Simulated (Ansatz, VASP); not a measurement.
# One calculation of MgO, two programs

File INCAR:

```
ALGO = Normal ; EDIFF = 1E-7
ENCUT = 520 ; GGA = PE
ISIF = 2 ; ISMEAR = 0
LASPH = True ; LCHARG = False
LREAL = False ; LWAVE = False
NBANDS = 16 ; NELM = 80
PREC = Accurate ; SIGMA = 0.05
```

Contents of KPOINTS:

```
k-points
0
Gamma
  9 9 6
```

File POSCAR:

```
MgO
1.0
    3.6622000000      0.0000000000      0.0000000000
   -1.8311000000      3.1715582337      0.0000000000
    0.0000000000      0.0000000000      4.2818000000
Mg O
2 2
Direct
    0.6666666667      0.3333333333      0.7500000000
    0.3333333333      0.6666666667      0.2500000000
    0.6666666667      0.3333333333      0.2500000000
    0.3333333333      0.6666666667      0.7500000000
```

Input for Ansatz:

```yaml
crystal:
  lattice:
    - [3.6622, 0.0, 0.0]
    - [-1.8311, 3.1715582337, 0.0]
    - [0.0, 0.0, 4.2818]
  atoms:
    - { symbol: Mg, position: [0.6666666667, 0.3333333333, 0.75] }
    - { symbol: Mg, position: [0.3333333333, 0.6666666667, 0.25] }
    - { symbol: O, position: [0.6666666667, 0.3333333333, 0.25] }
    - { symbol: O, position: [0.3333333333, 0.6666666667, 0.75] }
basis:
  ecutwfc: 520.0
kpoints:
  mp_grid: { grid: [9, 9, 6] }
hamiltonian:
  xc: pbe
  pseudopotentials: { kind: paw, azcp: { folder: soft_1 } }
scf:
  occupations: { method: gaussian, width: 0.05 }
output:
  forces: true
  stress: true
  eigenvalues: true
```

Alike in both runs: task single point; functional PBE; k mesh 9 × 9 × 6; occupations gaussian, width 0.05 eV; no spin polarisation.

|  | VASP | Ansatz |
| --- | --- | --- |
| version | VASP 6.6.1 | Ansatz 0.2.0 |
| potentials or method | VASP PAW PBE potentials, release 64 (Mg, O), cutoff 520 eV | scalar-relativistic, plane waves, PAW |
| valence electrons in the cell | 16 | 32 |

|  | VASP | Ansatz | Ansatz less VASP |
| --- | --- | --- | --- |
| gap on the k mesh at the Fermi level (eV) | 2.88 | 2.90 | +0.020 |
| least direct gap on the mesh (eV) | 2.88 | 2.90 | +0.020 |
| pressure (GPa) | -9.5 | -8.9 | +0.57 |
| traceless stress, the component that is largest in VASP (GPa) | 1.36 | 1.44 | +0.080 |

VASP's potentials hold 16 valence electrons a cell and Ansatz's 32, so a difference there can come from the potentials and not from the codes.
